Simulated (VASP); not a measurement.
# Ti2O (P-3m1) in VASP: notebook

Runs on Ti2O. Level: PBEsol. Tasks: single point, relaxation of cell and atoms.

Program: VASP 6.6.1. These are calculated values, not measurements. Logs are shortened: lines on timing, memory, paths and dates and some standing lists are left out, and cuts for length are marked.

## Step 1: The cell of the first run

It takes space group P-3m1 (No. 164, trigonal). Conventional cell: a = 2.953 Å, b = 2.953 Å, c = 4.724 Å, α = 90.00°, β = 90.00°, γ = 120.00°. Ti (site symmetry 3m) has 3 O at 2.11 Å and 12 Ti at 2.82 to 3.01 Å within 3.1 Å. Within 2.8 Å of O (site symmetry -3m) lie 6 Ti at 2.11 Å.

## Step 2: Single point, PBEsol

INCAR reads:

```
SYSTEM = Ti2O
PREC     = Accurate       ! precision mode
ENCUT    = 520            ! plane-wave cutoff, eV
EDIFF    = 1E-7           ! SCF threshold, eV
ISMEAR   = 0              ! smearing method
SIGMA    = 0.15           ! smearing width, eV
LREAL    = .False.        ! projectors in reciprocal space
LASPH    = .True.         ! aspherical terms in the spheres
NELM     = 80             ! most SCF steps
ALGO     = Normal         ! electronic algorithm
ISIF     = 2              ! what is computed and relaxed
LWAVE    = .False.        ! write WAVECAR
LCHARG   = .False.        ! write CHGCAR
GGA      = PS             ! functional
NBANDS   = 22             ! bands
```

KPOINTS reads:

```
regular mesh
0
Gamma
  12 12 8
  0 0 0
```

POSCAR reads:

```
Ti2O
1.0
    2.9529519773      0.0000000000      0.0000000000
   -1.4764759887      2.5573314285      0.0000000000
    0.0000000000      0.0000000000      4.7237336589
Ti O
2 1
Direct
    0.6666666667      0.3333333333      0.2626749711
    0.3333333333      0.6666666667      0.7373250289
    0.0000000000      0.0000000000      0.0000000000
```

Potentials or basis: VASP PAW PBE potentials, release 64 (Ti_sv, O).

Command:

```
$ cat potpaw_PBE.64/Ti_sv/POTCAR potpaw_PBE.64/O/POTCAR > POTCAR
$ mpirun -np 1 vasp_std > vasp.out
```

OUTCAR:

```text
SYSTEM = Ti2O
   PREC = Accurate
   ENCUT = 520
   EDIFF = 1E-7
   ISMEAR = 0
   LREAL = .False.
   LASPH = .True.
   NELM = 80
   ISIF = 2
   GGA = PS

 ion  position               nearest neighbor table
   1  0.667  0.333  0.263-   3 2.11   3 2.11   3 2.11   2 2.82   2 2.82   2 2.82
   2  0.333  0.667  0.737-   3 2.11   3 2.11   3 2.11   1 2.82   1 2.82   1 2.82
   3  0.000  0.000  0.000-   1 2.11   2 2.11   1 2.11   2 2.11   1 2.11   2 2.11

  LATTYP: Found a hexagonal cell.
 ALAT       =     2.9529519773
 C/A-ratio  =     1.5996649100

  Lattice vectors:

 A1 = (   2.9529519773,   0.0000000000,   0.0000000000)
 A2 = (  -1.4764759887,   2.5573314285,   0.0000000000)
 A3 = (   0.0000000000,   0.0000000000,   4.7237336589)

Analysis of symmetry for initial positions (statically):
=====================================================================
 Subroutine PRICEL returns:
 Original cell was already a primitive cell.

 Routine SETGRP: Setting up the symmetry group for a
 hexagonal supercell.

 Subroutine GETGRP returns: Found 12 space group operations
 (whereof 12 operations were pure point group operations)
 out of a pool of 24 trial point group operations.

The static configuration has the point symmetry D_3d.

Analysis of symmetry for dynamics (positions and initial velocities):
=====================================================================
 Subroutine PRICEL returns:
 Original cell was already a primitive cell.

 Routine SETGRP: Setting up the symmetry group for a
 hexagonal supercell.

 Subroutine GETGRP returns: Found 12 space group operations
 (whereof 12 operations were pure point group operations)
 out of a pool of 24 trial point group operations.

The dynamic configuration has the point symmetry D_3d.

 Subroutine INISYM returns: Found 12 space group operations
 (whereof 12 operations are pure point group operations),
 and found     1 'primitive' translations

----------------------------------------------------------------------------------------

                                     Primitive cell

  volume of cell :      35.6721

  direct lattice vectors                    reciprocal lattice vectors
     2.952951977  0.000000000  0.000000000     0.338644180  0.195516308  0.000000000
    -1.476475989  2.557331428  0.000000000     0.000000000  0.391032617  0.000000000
     0.000000000  0.000000000  4.723733659     0.000000000  0.000000000  0.211696948

  length of vectors
     2.952951977  2.952951977  4.723733659     0.391032617  0.391032617  0.211696948

  position of ions in fractional coordinates (direct lattice)
     0.666666667  0.333333333  0.262674971
     0.333333333  0.666666667  0.737325029
     0.000000000  0.000000000  0.000000000

  ion indices of the primitive-cell ions
   primitive index   ion index
                 1           1
                 2           2
                 3           3

----------------------------------------------------------------------------------------

 KPOINTS: regular mesh

Automatic generation of k-mesh.
 Grid dimensions read from file:
 generate k-points for:   12   12    8

 Generating k-lattice:

  Cartesian coordinates                     Fractional coordinates (reciprocal lattice)
     0.028220348  0.016293026  0.000000000     0.083333333  0.000000000  0.000000000
     0.000000000  0.032586051  0.000000000     0.000000000  0.083333333  0.000000000
     0.000000000  0.000000000  0.026462119     0.000000000  0.000000000  0.125000000

  Length of vectors
     0.032586051  0.032586051  0.026462119

  Shift w.r.t. Gamma in fractional coordinates (k-lattice)
     0.000000000  0.000000000  0.000000000

 Subroutine IBZKPT returns following result:
 ===========================================

 Found    131 irreducible k-points:

 Following reciprocal coordinates:
            Coordinates               Weight
  0.000000  0.000000  0.000000      1.000000
  0.083333 -0.000000  0.000000      6.000000
  0.166667  0.000000  0.000000      6.000000
  0.250000  0.000000  0.000000      6.000000
  0.333333 -0.000000  0.000000      6.000000
  0.416667  0.000000  0.000000      6.000000
[... 16 lines left out ...]
  0.166667  0.000000  0.125000      6.000000
  0.000000  0.166667  0.125000      6.000000
 [... further k-points ...]
   k-points           NKPTS =    131   k-points in BZ     NKDIM =    131   number of bands    NBANDS=     22
   number of dos      NEDOS =    301   number of ions     NIONS =      3
   total plane-waves  NPLWV =  20736
   dimension x,y,z NGX =    24 NGY =   24 NGZ =   36
   dimension x,y,z NGXF=    48 NGYF=   48 NGZF=   72
   ions per type =               2   1
   NGX,Y,Z   is equivalent  to a cutoff of  13.51, 13.51, 12.67 a.u.
   NGXF,Y,Z  is equivalent  to a cutoff of  27.02, 27.02, 25.34 a.u.
 SYSTEM =  Ti2O
   PREC   = accura    normal or accurate (medium, high low for compatibility)
   ISTART =      0    job   : 0-new  1-cont  2-samecut
   ICHARG =      2    charge: 1-file 2-atom 10-const
   ISPIN  =      1    spin polarized calculation?
   LNONCOLLINEAR =      F non collinear calculations
   LSORBIT =      F    spin-orbit coupling
   LASPH  =      T    aspherical Exc in radial PAW
   ENCUT  =  520.0 eV  38.22 Ry    6.18 a.u.   5.49  5.49  8.78*2*pi/ulx,y,z
   NELM   =     80;   NELMIN=  2; NELMDL= -5     # of ELM steps
   EDIFF  = 0.1E-06   stopping-criterion for ELM
   LREAL  =      F    real-space projection
   EDIFFG = 0.1E-05   stopping-criterion for IOM
   NSW    =      0    number of steps for IOM
   IBRION =     -1    ionic relax: 0-MD 1-quasi-New 2-CG
   NFREE  =      0    steps in history (QN), initial steepest desc. (CG)
   ISIF   =      2    stress and relaxation
   ISYM   =      2    0-nonsym 1-usesym 2-fastsym
   POTIM  = 0.5000    time-step for ionic-motion
   TEBEG  =    0.0;   TEEND  =   0.0 temperature during run
   PSTRESS=    0.0 pullay stress
   NELECT =      30.0000    total number of electrons
   NUPDOWN=      -1.0000    fix difference up-down
   EMIN   =  10.00;   EMAX   =-10.00  energy-range for DOS
   EFERMI =   0.00;   METHOD = LEGACY
   ISMEAR =     0;   SIGMA  =   0.15  broadening in eV -4-tet -1-fermi 0-gaus
   EFERMI_NEDOS =   21; number of points for ismear=-14 and -15
   IALGO  =     38    algorithm
   IMIX   =      4    mixing-type and parameters
     AMIX     =   0.40;   BMIX     =  1.00
     AMIX_MAG =   1.60;   BMIX_MAG =  1.00
  volume/ion in A,a.u.               =      11.89        80.24
  Fermi-wavevector in a.u.,A,eV,Ry     =   1.545275  2.920145 32.488990  2.387873
  Thomas-Fermi vector in A             =   2.650676
   LORBIT       =      0    0 simple, 1 ext, 2 COOP (PROOUT), +10 PAW based schemes
   GGA     = PS    functional components
   LHFCALC =     F    Hartree Fock is set to
   AEXX    =    0.0000 exact exchange contribution
   IVDW    =     0    specifies the selected vdW correction
   LEPSILON=     F    determine dielectric tensor
   LRPA    =     F    only Hartree local field effects (RPA)
 non-spin polarized calculation
 Gauss-broadening in eV      SIGMA  =   0.15
  energy-cutoff  :      520.00
  volume of cell :       35.67
 maximum number of plane-waves:       990
 NGX is ok and might be reduce to    24
   NGX = 11   NGY = 11   NGZ = 17

 number of electron      29.9999997 magnetization

 Free energy of the ion-electron system (eV)
  ---------------------------------------------------
  ext. energy  EPLUGINS =         0.00000000
  ---------------------------------------------------
  free energy    TOTEN  =       -27.61565795 eV

  energy without entropy =      -27.60160215  energy(sigma->0) =      -27.60863005

 E-fermi :  10.0188     XC(G=0): -12.5792

 val. band max:       10.0182473034   @ k =   0.0833   0.0833   0.2500
 cond. band min:      10.0194523712   @ k =   0.3333  -0.0000   0.3750
 fundamental gap:      0.0012050678
 Fermi energy:        10.0187611790

 k-point     1 :       0.0000    0.0000    0.0000
  band No.  band energies     occupation
      1     -46.9404      2.00000
      2     -46.8020      2.00000
      3     -23.7297      2.00000
      4     -23.0378      2.00000
      5     -23.0378      2.00000
      6     -22.9482      2.00000
[... 14 lines left out ...]
     21      11.2127      0.00000
     22      14.1110      0.00000

 k-point     2 :       0.0833   -0.0000    0.0000
  band No.  band energies     occupation
      1     -46.9333      2.00000
      2     -46.7991      2.00000
      3     -23.7095      2.00000
      4     -23.0757      2.00000
      5     -23.0503      2.00000
      6     -22.9860      2.00000
[... 14 lines left out ...]
     21      11.5644      0.00000
     22      13.7068      0.00000

 k-point     3 :       0.1667    0.0000    0.0000
  band No.  band energies     occupation
      1     -46.9135      2.00000
      2     -46.7916      2.00000
      3     -23.6523      2.00000
      4     -23.1783      2.00000
      5     -23.0840      2.00000
      6     -23.0823      2.00000
[... 14 lines left out ...]
     21      12.1333      0.00000
     22      13.2285      0.00000

 k-point     4 :       0.2500    0.0000    0.0000
  band No.  band energies     occupation
      1     -46.8852      2.00000
      2     -46.7825      2.00000
      3     -23.5686      2.00000
      4     -23.3203      2.00000
      5     -23.2060      2.00000
      6     -23.1231      2.00000
[... 14 lines left out ...]
     21      12.7583      0.00000
     22      13.1513      0.00000

 k-point     5 :       0.3333   -0.0000    0.0000
  band No.  band energies     occupation
      1     -46.8546      2.00000
      2     -46.7755      2.00000
      3     -23.5028      2.00000
      4     -23.4336      2.00000
      5     -23.3179      2.00000
      6     -23.1618      2.00000
[... 417 lines left out ...]
 k-point    22 :       0.0000    0.0833    0.1250
  band No.  band energies     occupation
      1     -46.9285      2.00000
      2     -46.8040      2.00000
      3     -23.6820      2.00000
      4     -23.0697      2.00000
      5     -23.0492      2.00000
      6     -23.0068      2.00000
[... 14 lines left out ...]
     21      11.6639      0.00000
     22      13.6480      0.00000

 k-point    23 :       0.1667    0.0000    0.1250
  band No.  band energies     occupation
      1     -46.9092      2.00000
      2     -46.7960      2.00000
      3     -23.6345      2.00000
      4     -23.1818      2.00000
      5     -23.0830      2.00000
      6     -23.0750      2.00000
[... 14 lines left out ...]
     21      12.3493      0.00000
     22      12.9620      0.00000

 k-point    24 :       0.0000    0.1667    0.1250
  band No.  band energies     occupation
      1     -46.9091      2.00000
      2     -46.7961      2.00000
      3     -23.6282      2.00000
      4     -23.1651      2.00000
      5     -23.1161      2.00000
      6     -23.0811      2.00000
[... 14 lines left out ...]
     21      12.0378      0.00000
     22      13.2655      0.00000

 [... further k-points ...]

------------------------ aborting loop because EDIFF is reached ----------------------------------------

  FORCE on cell =-STRESS in cart. coord.  units (eV):
  Direction    XX          YY          ZZ          XY          YZ          ZX
  --------------------------------------------------------------------------------------
  -------------------------------------------------------------------------------------
  Total        0.0835710      0.0835710      0.0851417     -0.0000000      0.0000000     -0.0000000
  in kB        3.7535094      3.7535094      3.8240562     -0.0000000      0.0000000     -0.0000000
  external PRESSURE =       3.7770250 kB  Pullay stress =       0.0000000 kB

 VOLUME and BASIS-vectors are now :
 -----------------------------------------------------------------------------
  energy-cutoff  :      520.00
  volume of cell :       35.67
      direct lattice vectors                 reciprocal lattice vectors
     2.952951977  0.000000000  0.000000000     0.338644180  0.195516308  0.000000000
    -1.476475989  2.557331428  0.000000000     0.000000000  0.391032617  0.000000000
     0.000000000  0.000000000  4.723733659     0.000000000  0.000000000  0.211696948

 POSITION                                       TOTAL-FORCE (eV/Angst)
 -----------------------------------------------------------------------------------
      1.47648      0.85244      1.24081        -0.000000      0.000000      0.048909
     -0.00000      1.70489      3.48293        -0.000000      0.000000     -0.048909
      0.00000      0.00000      0.00000         0.000000      0.000000      0.000000
 -----------------------------------------------------------------------------------
    total drift:                               -0.000000      0.000000      0.000000

  FREE ENERGIE OF THE ION-ELECTRON SYSTEM (eV)
  ---------------------------------------------------
  free  energy   TOTEN  =       -27.6156579526 eV

  energy  without entropy=      -27.6016021539  energy(sigma->0) =      -27.60863005
```

Run time: 39 s. Hardware: 1 thread of Intel Xeon 6975P-C (Granite Rapids), shared host; peak memory 0.22 GiB.

What came out:

```
Free energy            : -27.6157 eV
Pressure               : 0.4 GPa
Largest force          : 0.049 eV/Å
Band gap on the k mesh : zero (bands 15 and 16 overlap by 0.76 eV)
```

Forces in eV/Å, atoms in the order of the input:
```
Ti   0.000  0.000  0.049
Ti   0.000  0.000 -0.049
O    0.000  0.000  0.000
```

Caveat: the PAW data sets were made with another functional, which shifts forces and pressure a little.

## Step 3: Single point, PBEsol

INCAR reads:

```
PREC = Accurate
ENCUT = 520
EDIFF = 1E-6
ISMEAR = -1
SIGMA = 0.15
LREAL = False
LASPH = True
NELM = 100
ALGO = Normal
ISIF = 2
LWAVE = False
LCHARG = False
GGA = PS
NBANDS = 22
```

KPOINTS reads:

```
Automatic mesh
0
Gamma
  18 18 10
```

POSCAR reads:

```
Ti2O
1.0
    2.9533177977      0.0000000000      0.0000000000
   -1.4766588988      2.5576482383      0.0000000000
    0.0000000000      0.0000000000      4.7292180358
Ti O
2 1
Direct
    0.6666666667      0.3333333333      0.2620928277
    0.3333333333      0.6666666667      0.7379071723
    0.0000000000      0.0000000000      0.0000000000
```

Potentials or basis: VASP PAW PBE potentials, release 64 (Ti_sv, O).

Command:

```
$ cat potpaw_PBE.64/Ti_sv/POTCAR potpaw_PBE.64/O/POTCAR > POTCAR
$ mpirun -np 1 vasp_std > vasp.out
```

It took 2 min on 1 thread of Intel Xeon Platinum 8488C (Sapphire Rapids), shared host; peak memory 0.33 GiB.

Results (log left out):

* Free energy: -27.6547 eV
* Pressure: 0.4 GPa
* Largest force: 0.047 eV/Å
* Band gap on the k mesh: zero (bands 15 and 16 overlap by 0.81 eV)

Forces on the atoms (eV/Å):
```
Ti   0.000  0.000  0.047
Ti   0.000  0.000 -0.047
O    0.000  0.000  0.000
```

Levels at points of the mesh, in eV from the Fermi level:
```
           k point  band 13  band 14  band 15  band 16  band 17  band 18
(0.00, 0.00, 0.00)    -3.65     0.01     0.19     0.58     0.58     1.04
(0.50, 0.00, 0.00)    -2.68    -1.28    -0.50     1.32     1.79     2.90
(0.00, 0.00, 0.50)    -1.77    -1.55     0.09     0.09     1.29     2.04
(0.50, 0.00, 0.50)    -1.69    -1.22    -0.60    -0.14     1.11     2.68
```

Caveat: the PAW data sets were made with another functional, which shifts forces and pressure a little.

## Step 4: Relaxation of cell and atoms, PBEsol

INCAR reads:

```
SYSTEM = Ti2O
ALGO = Normal
EDIFF = 1E-6
EDIFFG = -0.001
ENCUT = 600
GGA = PS
IBRION = 2
ISIF = 3
ISMEAR = -1
LASPH = .TRUE.
LCHARG = .FALSE.
LREAL = .FALSE.
LWAVE = .FALSE.
NELM = 100
NSW = 80
PREC = Accurate
SIGMA = 0.15
```

KPOINTS reads:

```
k-points
0
G
  18 18 10
  0 0 0
```

POSCAR reads:

```
Ti2O
1.0
    2.9529519781      0.0000000000      0.0000000000
   -1.4764759890      2.5573314292      0.0000000000
    0.0000000000      0.0000000000      4.7237336599
Ti O
2 1
Direct
    0.6666666667      0.3333333333      0.2626749712
    0.3333333333      0.6666666667      0.7373250288
    0.0000000000      0.0000000000      0.0000000000
```

Command:

```
$ cat potpaw_PBE.64/Ti_sv/POTCAR potpaw_PBE.64/O/POTCAR > POTCAR
$ mpirun -np 1 vasp_std > vasp.out
```

Run time: 12 min. Hardware: 1 thread of Intel Xeon Platinum 8488C (Sapphire Rapids), shared host; peak memory 0.37 GiB.

It converged, with:

```
Free energy                           : -27.6567 eV
Relaxed volume                        : 11.91 Å³/atom
Relaxed cell                          : a = 2.953 Å, b = 2.953 Å, c = 4.734 Å, α = 90.00°, β = 90.00°, γ = 120.00°
Space group after relaxing (to 0.1 Å) : P-3m1 (No. 164)
Energy gained by relaxing             : 0.1 meV/atom
Ionic steps                           : 20
Pressure after relaxing               : 0.0 GPa
Band gap on the k mesh                : zero (bands 15 and 16 overlap by 0.80 eV)
```

Step by step:
| step | energy change (eV) | largest force (eV/Å) | pressure (GPa) | volume (Å³) |
| --- | --- | --- | --- | --- |
| 1 | 0.0000 | 0.0031 | 0.51 | 35.67 |
| 2 | 0.0000 | 0.0060 | -0.60 | 35.87 |
| 3 | -0.0002 | 0.0014 | -0.06 | 35.77 |
| 4 | -0.0002 | 0.0065 | -0.05 | 35.76 |
| 5 | -0.0002 | 0.0087 | 0.01 | 35.76 |
| 6 | -0.0002 | 0.0082 | -0.01 | 35.76 |
| 7 | -0.0002 | 0.0072 | 0.03 | 35.76 |
| 8 | -0.0002 | 0.0067 | 0.01 | 35.76 |
| 9 | -0.0002 | 0.0067 | 0.00 | 35.76 |
| 10 | -0.0002 | 0.0029 | -0.02 | 35.76 |
| 11 | -0.0002 | 0.0085 | -0.03 | 35.76 |
| 12 | -0.0002 | 0.0015 | -0.03 | 35.76 |
| 13 | -0.0002 | 0.0012 | -0.01 | 35.76 |
| 14 | -0.0002 | 0.0005 | -0.01 | 35.76 |
| 15 | -0.0002 | 0.0003 | -0.01 | 35.76 |
| 16 | -0.0002 | 0.0002 | -0.02 | 35.76 |
| 17 | -0.0002 | 0.0003 | -0.02 | 35.76 |
| 18 | -0.0002 | 0.0006 | -0.02 | 35.76 |
| 19 | -0.0002 | 0.0010 | -0.01 | 35.75 |
| 20 | -0.0002 | 0.0003 | 0.00 | 35.74 |

Final structure:
```
Ti O
1.0
     2.95264    0.00000    0.00000
    -1.47632    2.55706    0.00000
     0.00000    0.00000    4.73425
Ti O
2 1
Direct
  0.66667 0.33333 0.26282
  0.33333 0.66667 0.73718
  0.00000 0.00000 0.00000
```

Levels at points of the mesh, in eV from the Fermi level:
| k point | band 13 | band 14 | band 15 | band 16 | band 17 | band 18 |
| --- | --- | --- | --- | --- | --- | --- |
| (0.00, 0.00, 0.00) | -3.65 | -0.01 | 0.19 | 0.58 | 0.58 | 1.06 |
| (0.50, 0.00, 0.00) | -2.67 | -1.29 | -0.49 | 1.30 | 1.79 | 2.90 |
| (0.00, 0.00, 0.50) | -1.77 | -1.57 | 0.10 | 0.10 | 1.29 | 2.03 |
| (0.50, 0.00, 0.50) | -1.68 | -1.22 | -0.59 | -0.16 | 1.10 | 2.69 |

Caveat: the PAW data sets were made with another functional, which shifts forces and pressure a little.

[end of part 1 of 2]
